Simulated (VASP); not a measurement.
A run of VASP 6.6.1 is set up as follows.

The input INCAR:

```
SYSTEM = Pt
PREC = Accurate ; ENCUT = 520
EDIFF = 1E-7 ; ISMEAR = -1
SIGMA = 0.1 ; LREAL = .False.
LASPH = .True. ; NELM = 100
ALGO = Normal ; ISIF = 2
LWAVE = .False. ; LCHARG = .False.
GGA = RE ; NBANDS = 11
```

KPOINTS

```
regular mesh
0
Gamma
  16 16 16
  0 0 0
```

File POSCAR:

```
Pt
1.0
   -1.6303743785      1.6303743785      1.6303743785
    1.6303743785     -1.6303743785      1.6303743785
    1.6303743785      1.6303743785     -1.6303743785
Pt
1
Direct
    0.0000000000      0.0000000000      0.0000000000
```

Potentials or basis: VASP PAW PBE potentials, release 64 (Pt).

Launch:

```bash
$ cat potpaw_PBE.64/Pt/POTCAR > POTCAR
$ mpirun -np 1 vasp_std > vasp.out
```

(1) Estimate the band gap on the k mesh.

(2) What does it give for the pressure?

Results:

(1) zero (band 5 reaches 9.54 eV, above the bottom of band 6 at 7.72 eV).

(2) -14.2 GPa.

Caveat: the PAW data sets were made with another functional, which shifts forces and pressure a little; spin-orbit coupling is left out, which moves the levels of the heavy elements.
